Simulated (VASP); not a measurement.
# MoS (P6_3/mmc) in VASP: settings compared

Aim: see how the results for MoS move with the level of theory and the settings. Levels: r2SCAN, PBEsol+U. Tasks: single point.

All numbers are computed with VASP 6.6.1; they aren't measurements. Logs are shortened: lines on timing, memory, paths and dates and some standing lists are left out, and cuts for length are marked.

**1. The cell of the first run**

The structure is hexagonal, space group P6_3/mmc (No. 194). The conventional cell has a = 3.190 Å, b = 3.190 Å, c = 6.404 Å, α = 90.00°, β = 90.00°, γ = 120.00°. Mo (site symmetry -3m) has 6 S at 2.44 Å and 8 Mo at 3.19 to 3.20 Å within 3.3 Å. Within 3.2 Å of S (site symmetry -6m2) lie 6 Mo at 2.44 Å and 6 S at 3.19 Å.

**2. Single point, r2SCAN**

The input, POSCAR:

```
MoS
1.0
    3.1903878410      0.0000000000      0.0000000000
   -1.5951939205      2.7629569182      0.0000000000
    0.0000000000      0.0000000000      6.4037196669
Mo S
2 2
Direct
    0.0000000000      0.0000000000      0.0000000000
    0.0000000000      0.0000000000      0.5000000000
    0.3333333333      0.6666666667      0.2500000000
    0.6666666667      0.3333333333      0.7500000000
```

The input, INCAR.step1:

```
SYSTEM = MoS
  PREC = Accurate
  ENCUT = 520
  ISMEAR = 0
  SIGMA = 0.1
  LREAL = .FALSE.
  LASPH = .TRUE.
  NELM = 80
  NBANDS = 28
  GGA = PE
  ALGO = Normal
  EDIFF = 1E-4
  LWAVE = .TRUE.
  LCHARG = .FALSE.
```

The input, INCAR.step2:

```
SYSTEM = MoS
  PREC = Accurate
  ENCUT = 520
  EDIFF = 1E-6
  ISMEAR = 0
  SIGMA = 0.1
  LREAL = .FALSE.
  LASPH = .TRUE.
  NELM = 80
  ALGO = Normal
  ISIF = 2
  LWAVE = .FALSE.
  LCHARG = .FALSE.
  METAGGA = R2SCAN
  LMIXTAU = .TRUE.
  NBANDS = 28
  ISTART = 1
```

The input, KPOINTS:

```
Automatic mesh
0
G
  18 18 8
  0 0 0
```

Potentials or basis: VASP PAW PBE potentials, release 64 (Mo_sv, S).

Run with:

```bash
$ cat potpaw_PBE.64/Mo_sv/POTCAR potpaw_PBE.64/S/POTCAR > POTCAR
$ cp INCAR.step1 INCAR
$ mpirun -np 1 vasp_std > vasp.out
$ cp INCAR.step2 INCAR
$ mpirun -np 1 vasp_std > vasp.out
```

OUTCAR:

```text
SYSTEM = MoS
   PREC = Accurate
   ENCUT = 520
   EDIFF = 1E-6
   ISMEAR = 0
   LREAL = .FALSE.
   LASPH = .TRUE.
   NELM = 80
   ISIF = 2
   METAGGA = R2SCAN
   ISTART = 1

 ion  position               nearest neighbor table
   1  0.000  0.000  0.000-   3 2.44   4 2.44   3 2.44   4 2.44   4 2.44   3 2.44   2 3.20   2 3.20

   2  0.000  0.000  0.500-   3 2.44   4 2.44   3 2.44   4 2.44   4 2.44   3 2.44   1 3.20   1 3.20

   3  0.333  0.667  0.250-   1 2.44   2 2.44   1 2.44   2 2.44   1 2.44   2 2.44
   4  0.667  0.333  0.750-   1 2.44   2 2.44   1 2.44   2 2.44   1 2.44   2 2.44

  LATTYP: Found a hexagonal cell.
 ALAT       =     3.1903878410
 C/A-ratio  =     2.0071915974

  Lattice vectors:

 A1 = (   3.1903878410,   0.0000000000,   0.0000000000)
 A2 = (  -1.5951939205,   2.7629569182,   0.0000000000)
 A3 = (   0.0000000000,   0.0000000000,   6.4037196669)

Analysis of symmetry for initial positions (statically):
=====================================================================
 Subroutine PRICEL returns:
 Original cell was already a primitive cell.

 Routine SETGRP: Setting up the symmetry group for a
 hexagonal supercell.

 Subroutine GETGRP returns: Found 24 space group operations
 (whereof 12 operations were pure point group operations)
 out of a pool of 24 trial point group operations.

The static configuration has the point symmetry D_3d.
 The point group associated with its full space group is D_6h.

Analysis of symmetry for dynamics (positions and initial velocities):
=====================================================================
 Subroutine PRICEL returns:
 Original cell was already a primitive cell.

 Routine SETGRP: Setting up the symmetry group for a
 hexagonal supercell.

 Subroutine GETGRP returns: Found 24 space group operations
 (whereof 12 operations were pure point group operations)
 out of a pool of 24 trial point group operations.

The dynamic configuration has the point symmetry D_3d.
 The point group associated with its full space group is D_6h.

 Subroutine INISYM returns: Found 24 space group operations
 (whereof 12 operations are pure point group operations),
 and found     1 'primitive' translations

----------------------------------------------------------------------------------------

                                     Primitive cell
[... 93 lines left out ...]
   ENCUT  =  520.0 eV  38.22 Ry    6.18 a.u.   5.93  5.93 11.91*2*pi/ulx,y,z
   NELM   =     80;   NELMIN=  2; NELMDL=  0     # of ELM steps
   EDIFF  = 0.1E-05   stopping-criterion for ELM
   LREAL  =      F    real-space projection
   EDIFFG = 0.1E-04   stopping-criterion for IOM
   NSW    =      0    number of steps for IOM
   IBRION =     -1    ionic relax: 0-MD 1-quasi-New 2-CG
   NFREE  =      0    steps in history (QN), initial steepest desc. (CG)
   ISIF   =      2    stress and relaxation
   ISYM   =      2    0-nonsym 1-usesym 2-fastsym
   POTIM  = 0.5000    time-step for ionic-motion
   TEBEG  =    0.0;   TEEND  =   0.0 temperature during run
   PSTRESS=    0.0 pullay stress
   NELECT =      40.0000    total number of electrons
   NUPDOWN=      -1.0000    fix difference up-down
   EMIN   =  10.00;   EMAX   =-10.00  energy-range for DOS
   EFERMI =   0.00;   METHOD = LEGACY
   ISMEAR =     0;   SIGMA  =   0.10  broadening in eV -4-tet -1-fermi 0-gaus
   EFERMI_NEDOS =   21; number of points for ismear=-14 and -15
   IALGO  =     38    algorithm
   IMIX   =      4    mixing-type and parameters
     AMIX     =   0.40;   BMIX     =  1.00
     AMIX_MAG =   1.60;   BMIX_MAG =  1.00
  volume/ion in A,a.u.               =      14.11        95.23
  Fermi-wavevector in a.u.,A,eV,Ry     =   1.459525  2.758102 28.983309  2.130213
  Thomas-Fermi vector in A             =   2.576082
   LORBIT       =      0    0 simple, 1 ext, 2 COOP (PROOUT), +10 PAW based schemes
   METAGGA = R2SCAN    functional components
   LHFCALC =     F    Hartree Fock is set to
   AEXX    =    0.0000 exact exchange contribution
   IVDW    =     0    specifies the selected vdW correction
   LEPSILON=     F    determine dielectric tensor
   LRPA    =     F    only Hartree local field effects (RPA)
 non-spin polarized calculation
 Gauss-broadening in eV      SIGMA  =   0.10
  energy-cutoff  :      520.00
  volume of cell :       56.45
 maximum number of plane-waves:      1536
 NGX is ok and might be reduce to    24
   NGX = 11   NGY = 11   NGZ = 23

 number of electron      39.9999998 magnetization

 Free energy of the ion-electron system (eV)
  ---------------------------------------------------
  ext. energy  EPLUGINS =         0.00000000
  ---------------------------------------------------
  free energy    TOTEN  =       -69.65703833 eV

  energy without entropy =      -69.64186321  energy(sigma->0) =      -69.64945077

 E-fermi :  12.7974     XC(G=0): -13.6255

 val. band max:       12.7935965124   @ k =   0.3333   0.2222   0.5000
 cond. band min:      12.8096601898   @ k =   0.0556   0.0000   0.1250
 fundamental gap:      0.0160636774
 Fermi energy:        12.7974279409

 k-point     1 :       0.0000    0.0000    0.0000
  band No.  band energies     occupation
      1     -50.8439      2.00000
      2     -50.8220      2.00000
      3     -24.6333      2.00000
      4     -24.3107      2.00000
      5     -24.0477      2.00000
      6     -24.0477      2.00000
[... 733 lines left out ...]
     27      18.9060      0.00000
     28      18.9376      0.00000

 [... further k-points ...]

------------------------ aborting loop because EDIFF is reached ----------------------------------------

  FORCE on cell =-STRESS in cart. coord.  units (eV):
  Direction    XX          YY          ZZ          XY          YZ          ZX
  --------------------------------------------------------------------------------------
  -------------------------------------------------------------------------------------
  Total        2.4711159      2.4711159      1.9843928      0.0000000      0.0000000      0.0000000
  in kB       70.1380681     70.1380681     56.3233280      0.0000000      0.0000000      0.0000000
  external PRESSURE =      65.5331547 kB  Pullay stress =       0.0000000 kB

 VOLUME and BASIS-vectors are now :
 -----------------------------------------------------------------------------
  energy-cutoff  :      520.00
  volume of cell :       56.45
      direct lattice vectors                 reciprocal lattice vectors
     3.190387841  0.000000000  0.000000000     0.313441516  0.180965543  0.000000000
    -1.595193921  2.762956918  0.000000000     0.000000000  0.361931087  0.000000000
     0.000000000  0.000000000  6.403719667     0.000000000  0.000000000  0.156159241

 POSITION                                       TOTAL-FORCE (eV/Angst)
 -----------------------------------------------------------------------------------
      0.00000      0.00000      0.00000        -0.000000      0.000000      0.000000
      0.00000      0.00000      3.20186        -0.000000      0.000000      0.000000
     -0.00000      1.84197      1.60093        -0.000000     -0.000000     -0.000000
      1.59519      0.92099      4.80279         0.000000      0.000000      0.000000
 -----------------------------------------------------------------------------------
    total drift:                               -0.000000      0.000000      0.000000

  FREE ENERGIE OF THE ION-ELECTRON SYSTEM (eV)
  ---------------------------------------------------
  free  energy   TOTEN  =       -69.6570383266 eV

  energy  without entropy=      -69.6418632090  energy(sigma->0) =      -69.64945077
```

OUTCAR.step1:

```text
SYSTEM = MoS
   PREC = Accurate
   ENCUT = 520
   ISMEAR = 0
   LREAL = .FALSE.
   LASPH = .TRUE.
   NELM = 80
[... 977 lines left out ...]
      0.00000      0.00000      3.20186        -0.000000      0.000000      0.000000
     -0.00000      1.84197      1.60093         0.000000      0.000000     -0.000000
      1.59519      0.92099      4.80279        -0.000000     -0.000000      0.000000
 -----------------------------------------------------------------------------------
    total drift:                               -0.000000      0.000000      0.000000

  FREE ENERGIE OF THE ION-ELECTRON SYSTEM (eV)
  ---------------------------------------------------
  free  energy   TOTEN  =       -31.3566382857 eV

  energy  without entropy=      -31.3398991198  energy(sigma->0) =      -31.34826870
```

Run time: 9.7 min. Hardware: 1 thread of Intel Xeon Platinum 8259CL at 2.50GHz (Skylake/Cascade Lake), shared host; peak memory 0.35 GiB.

Results:

| Item | Value |
| --- | --- |
| Free energy | -69.6570 eV |
| Pressure | 6.6 GPa |
| Band gap on the k mesh | zero (bands 20 and 21 overlap by 3.04 eV) |

Levels at points of the mesh, in eV from the Fermi level:
```csv
k point,band 17,band 18,band 19,band 20,band 21,band 22,band 23,band 24
"(0.00, 0.00, 0.00)",-2.52,-2.40,-2.40,-2.01,-2.01,-0.01,-0.01,0.46
"(0.50, 0.00, 0.00)",-3.96,-3.22,-1.09,1.03,1.27,1.37,1.59,2.85
"(0.00, 0.00, 0.50)",-2.00,-2.00,-1.39,-1.39,-1.39,-1.39,1.56,1.56
"(0.50, 0.00, 0.50)",-3.47,-3.47,1.01,1.01,1.15,1.15,1.66,1.66
```

Caveat: the cell stands under pressure; the PAW data sets were made with another functional, which shifts forces and pressure a little.

**3. Single point, PBEsol+U**

The input, INCAR:

```
SYSTEM = MoS
  ALGO = Normal
  EDIFF = 1E-6
  ENCUT = 520
  GGA = PS
  ISIF = 2
  ISMEAR = 0
  LASPH = .True.
  LCHARG = .False.
  LDAU = .True.
  LDAUJ = 0 0
  LDAUL = 2 -1
  LDAUPRINT = 1
  LDAUTYPE = 2
  LDAUU = 4 0
  LMAXMIX = 4
  LREAL = .False.
  LWAVE = .False.
  NBANDS = 28
  NELM = 150
  PREC = Accurate
  SIGMA = 0.05
```

The input, KPOINTS:

```
k-points
0
Gamma
  18 18 8
  0 0 0
```

POSCAR is that of step 2.

Potentials or basis: VASP PAW PBE potentials, release 64 (Mo_sv, S).

Run with:

```bash
$ cat potpaw_PBE.64/Mo_sv/POTCAR potpaw_PBE.64/S/POTCAR > POTCAR
$ mpirun -np 1 vasp_std > vasp.out
```

OUTCAR:

```text
SYSTEM = MoS
   EDIFF = 1E-6
   ENCUT = 520
   GGA = PS
   ISIF = 2
   ISMEAR = 0
   LASPH = .True.
   LREAL = .False.
   NELM = 150
   PREC = Accurate

 ion  position               nearest neighbor table
   1  0.000  0.000  0.000-   3 2.44   4 2.44   3 2.44   4 2.44   4 2.44   3 2.44   2 3.20   2 3.20

   2  0.000  0.000  0.500-   3 2.44   4 2.44   3 2.44   4 2.44   4 2.44   3 2.44   1 3.20   1 3.20

   3  0.333  0.667  0.250-   1 2.44   2 2.44   1 2.44   2 2.44   1 2.44   2 2.44
   4  0.667  0.333  0.750-   1 2.44   2 2.44   1 2.44   2 2.44   1 2.44   2 2.44

  LATTYP: Found a hexagonal cell.
 ALAT       =     3.1903878410
 C/A-ratio  =     2.0071915974

  Lattice vectors:

 A1 = (   3.1903878410,   0.0000000000,   0.0000000000)
 A2 = (  -1.5951939205,   2.7629569182,   0.0000000000)
 A3 = (   0.0000000000,   0.0000000000,   6.4037196669)

Analysis of symmetry for initial positions (statically):
=====================================================================
 Subroutine PRICEL returns:
 Original cell was already a primitive cell.

 Routine SETGRP: Setting up the symmetry group for a
 hexagonal supercell.

 Subroutine GETGRP returns: Found 24 space group operations
 (whereof 12 operations were pure point group operations)
 out of a pool of 24 trial point group operations.

The static configuration has the point symmetry D_3d.
 The point group associated with its full space group is D_6h.

Analysis of symmetry for dynamics (positions and initial velocities):
=====================================================================
 Subroutine PRICEL returns:
 Original cell was already a primitive cell.

 Routine SETGRP: Setting up the symmetry group for a
 hexagonal supercell.

 Subroutine GETGRP returns: Found 24 space group operations
 (whereof 12 operations were pure point group operations)
 out of a pool of 24 trial point group operations.

The dynamic configuration has the point symmetry D_3d.
 The point group associated with its full space group is D_6h.

 Subroutine INISYM returns: Found 24 space group operations
 (whereof 12 operations are pure point group operations),
 and found     1 'primitive' translations

----------------------------------------------------------------------------------------

                                     Primitive cell
[... 161 lines left out ...]
  o =  0.3269  v =  0.0000  0.0000  0.0000  0.0000  0.0000  0.0000 -0.0000  1.0000 -0.0000  0.0000      0.0000  0.0000  0.0000  0.0000  0.0000  0.0000  0.0000  0.0000  0.0000  0.0000
  o =  0.3356  v =  0.0000  0.6718  0.0000 -0.0000 -0.7407  0.0000  0.0000  0.0000  0.0000  0.0000      0.0000  0.0000  0.0000  0.0000  0.0000  0.0000  0.0000  0.0000  0.0000  0.0000
  o =  0.3356  v =  0.0000  0.0000  0.0000  0.0000  0.0000  0.0000  0.6718  0.0000 -0.0000 -0.7407      0.0000  0.0000  0.0000  0.0000  0.0000  0.0000  0.0000  0.0000  0.0000  0.0000
  o =  0.3356  v =  0.0000  0.0000  0.0000  0.0000  0.0000 -0.7407  0.0000  0.0000  0.6718 -0.0000      0.0000  0.0000  0.0000  0.0000  0.0000  0.0000  0.0000  0.0000  0.0000  0.0000
  o =  0.3356  v = -0.7407  0.0000  0.0000  0.6718 -0.0000  0.0000  0.0000  0.0000  0.0000  0.0000      0.0000  0.0000  0.0000  0.0000  0.0000  0.0000  0.0000  0.0000  0.0000  0.0000
  o =  0.5320  v =  0.0000  0.7407 -0.0000  0.0000  0.6718  0.0000  0.0000  0.0000  0.0000  0.0000      0.0000  0.0000  0.0000  0.0000  0.0000  0.0000  0.0000  0.0000  0.0000  0.0000
  o =  0.5320  v =  0.0000  0.0000  0.0000  0.0000  0.0000  0.0000  0.7407 -0.0000  0.0000  0.6718      0.0000  0.0000  0.0000  0.0000  0.0000  0.0000  0.0000  0.0000  0.0000  0.0000
  o =  0.5320  v =  0.0000  0.0000  0.0000  0.0000  0.0000  0.6718  0.0000  0.0000  0.7407 -0.0000      0.0000  0.0000  0.0000  0.0000  0.0000  0.0000  0.0000  0.0000  0.0000  0.0000
  o =  0.5320  v =  0.6718  0.0000  0.0000  0.7407 -0.0000  0.0000  0.0000  0.0000  0.0000  0.0000      0.0000  0.0000  0.0000  0.0000  0.0000  0.0000  0.0000  0.0000  0.0000  0.0000

atom =   2  type =  1  l = 2

 onsite density matrix

spin component  1

  0.4242  0.0000  0.0000 -0.0977 -0.0000
  0.0000  0.4433  0.0000 -0.0000 -0.0977
  0.0000  0.0000  0.3269 -0.0000 -0.0000
 -0.0977 -0.0000 -0.0000  0.4433 -0.0000
 -0.0000 -0.0977 -0.0000 -0.0000  0.4242

spin component  2

  0.4242  0.0000  0.0000 -0.0977 -0.0000
  0.0000  0.4433  0.0000 -0.0000 -0.0977
  0.0000  0.0000  0.3269 -0.0000 -0.0000
 -0.0977 -0.0000 -0.0000  0.4433 -0.0000
 -0.0000 -0.0977 -0.0000 -0.0000  0.4242

 occupancies and eigenvectors

  o =  0.3269  v =  0.0000  0.0000  1.0000  0.0000  0.0000  0.0000  0.0000  0.0000  0.0000  0.0000      0.0000  0.0000  0.0000  0.0000  0.0000  0.0000  0.0000  0.0000  0.0000  0.0000
  o =  0.3269  v =  0.0000  0.0000  0.0000  0.0000  0.0000  0.0000  0.0000  1.0000  0.0000  0.0000      0.0000  0.0000  0.0000  0.0000  0.0000  0.0000  0.0000  0.0000  0.0000  0.0000
  o =  0.3356  v =  0.0000  0.6718 -0.0000  0.0000  0.7407  0.0000  0.0000  0.0000  0.0000  0.0000      0.0000  0.0000  0.0000  0.0000  0.0000  0.0000  0.0000  0.0000  0.0000  0.0000
  o =  0.3356  v =  0.0000  0.0000  0.0000  0.0000  0.0000  0.0000  0.6718 -0.0000  0.0000  0.7407      0.0000  0.0000  0.0000  0.0000  0.0000  0.0000  0.0000  0.0000  0.0000  0.0000
  o =  0.3356  v =  0.0000  0.0000  0.0000  0.0000  0.0000 -0.7407  0.0000  0.0000 -0.6718 -0.0000      0.0000  0.0000  0.0000  0.0000  0.0000  0.0000  0.0000  0.0000  0.0000  0.0000
  o =  0.3356  v = -0.7407  0.0000  0.0000 -0.6718 -0.0000  0.0000  0.0000  0.0000  0.0000  0.0000      0.0000  0.0000  0.0000  0.0000  0.0000  0.0000  0.0000  0.0000  0.0000  0.0000
  o =  0.5320  v =  0.0000 -0.7407 -0.0000 -0.0000  0.6718  0.0000  0.0000  0.0000  0.0000  0.0000      0.0000  0.0000  0.0000  0.0000  0.0000  0.0000  0.0000  0.0000  0.0000  0.0000
  o =  0.5320  v =  0.0000  0.0000  0.0000  0.0000  0.0000  0.0000 -0.7407 -0.0000 -0.0000  0.6718      0.0000  0.0000  0.0000  0.0000  0.0000  0.0000  0.0000  0.0000  0.0000  0.0000
  o =  0.5320  v =  0.0000  0.0000  0.0000  0.0000  0.0000 -0.6718 -0.0000 -0.0000  0.7407  0.0000      0.0000  0.0000  0.0000  0.0000  0.0000  0.0000  0.0000  0.0000  0.0000  0.0000
  o =  0.5320  v = -0.6718 -0.0000 -0.0000  0.7407  0.0000  0.0000  0.0000  0.0000  0.0000  0.0000      0.0000  0.0000  0.0000  0.0000  0.0000  0.0000  0.0000  0.0000  0.0000  0.0000

 number of electron      39.9999997 magnetization

 Free energy of the ion-electron system (eV)
  ---------------------------------------------------
  ext. energy  EPLUGINS =         0.00000000
  ---------------------------------------------------
  free energy    TOTEN  =       -24.66711055 eV

  energy without entropy =      -24.66385819  energy(sigma->0) =      -24.66548437

 E-fermi :  12.7842     XC(G=0): -12.8728

 val. band max:       12.7783683531   @ k =   0.3889   0.2222   0.3750
 cond. band min:      12.7871458961   @ k =   0.3889   0.0556   0.3750
 fundamental gap:      0.0087775430
 Fermi energy:        12.7841984462

 k-point     1 :       0.0000    0.0000    0.0000
  band No.  band energies     occupation
      1     -49.0533      2.00000
      2     -49.0331      2.00000
      3     -23.5950      2.00000
      4     -23.2913      2.00000
      5     -22.9852      2.00000
      6     -22.9852      2.00000
[... 733 lines left out ...]
     27      18.4691      0.00000
     28      18.5740      0.00000

 [... further k-points ...]

------------------------ aborting loop because EDIFF is reached ----------------------------------------

  FORCE on cell =-STRESS in cart. coord.  units (eV):
  Direction    XX          YY          ZZ          XY          YZ          ZX
  --------------------------------------------------------------------------------------
  -------------------------------------------------------------------------------------
  Total        1.9379847      1.9379847      1.8112735      0.0000000      0.0000000      0.0000000
  in kB       55.0061219     55.0061219     51.4096583      0.0000000      0.0000000      0.0000000
  external PRESSURE =      53.8073007 kB  Pullay stress =       0.0000000 kB

 VOLUME and BASIS-vectors are now :
 -----------------------------------------------------------------------------
  energy-cutoff  :      520.00
  volume of cell :       56.45
      direct lattice vectors                 reciprocal lattice vectors
     3.190387841  0.000000000  0.000000000     0.313441516  0.180965543  0.000000000
    -1.595193921  2.762956918  0.000000000     0.000000000  0.361931087  0.000000000
     0.000000000  0.000000000  6.403719667     0.000000000  0.000000000  0.156159241

 POSITION                                       TOTAL-FORCE (eV/Angst)
 -----------------------------------------------------------------------------------
      0.00000      0.00000      0.00000        -0.000000      0.000000      0.000000
      0.00000      0.00000      3.20186        -0.000000      0.000000      0.000000
     -0.00000      1.84197      1.60093         0.000000      0.000000     -0.000000
      1.59519      0.92099      4.80279        -0.000000      0.000000     -0.000000
 -----------------------------------------------------------------------------------
    total drift:                               -0.000000      0.000000      0.000000

  FREE ENERGIE OF THE ION-ELECTRON SYSTEM (eV)
  ---------------------------------------------------
  free  energy   TOTEN  =       -24.6671105472 eV

  energy  without entropy=      -24.6638581882  energy(sigma->0) =      -24.66548437
```

It took 74 s on 1 thread of Intel Xeon Platinum 8481C at 2.70GHz (Sapphire Rapids), shared host; peak memory 0.34 GiB.

Results:

| Quantity | Value |
| --- | --- |
| Free energy | -24.6671 eV |
| Pressure | 5.4 GPa |
| Band gap on the k mesh | zero (bands 20 and 21 overlap by 3.15 eV) |

Eigenvalues of the final occupation matrices:
```tsv
site	spin	trace	eigenvalues
site 1 d	1	2.06	0.33 0.34 0.34 0.53 0.53
site 1 d	2	2.06	0.33 0.34 0.34 0.53 0.53
site 2 d	1	2.06	0.33 0.34 0.34 0.53 0.53
site 2 d	2	2.06	0.33 0.34 0.34 0.53 0.53
```

Caveat: the cell stands under pressure; the PAW data sets were made with another functional, which shifts forces and pressure a little; U without spin polarisation on a metal has little footing.
